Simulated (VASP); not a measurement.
Crystal: Te.

```
CELL_PARAMETERS angstrom
4.48350 0.00000 0.00000
-2.24175 3.88282 0.00000
0.00000 0.00000 5.96323
ATOMIC_POSITIONS crystal
Te 0.73100 0.73100 0.00000
Te 0.00000 0.26900 0.66667
Te 0.26900 0.00000 0.33333
```

Base run:

```yaml
Program: VASP 6.6.1
Functional: PBEsol
Potentials_or_basis: VASP PAW PBE potentials, release 64 (Te)
Cutoff: 520 eV
k_mesh: 7 × 7 × 5
Occupations: fermi-dirac, width 0.05 eV
Spin: no spin polarisation
```

Its results: band gap on the k mesh 0.59 eV (least direct gap 0.75 eV); pressure -1.8 GPa; largest force 0.023 eV/Å.

**Question.** The run is repeated on the same cell with these changes: functional from PBEsol to PBE; further incar settings from ALGO = Normal; EDIFF = 1e-06; NBANDS = 16 to ALGO = Normal; EDIFF = 1e-07; NBANDS = 16. What comes out?

**Answer.** Band gap on the k mesh 0.63 eV (least direct gap 0.77 eV); pressure 0.5 GPa; largest force 0.055 eV/Å.

Caveats: spin-orbit coupling is left out, which moves the levels of the heavy elements; an odd mesh through Γ misses points on the zone boundary, where band edges can lie; the PAW data sets were made with another functional, which shifts forces and pressure a little (at least some runs).
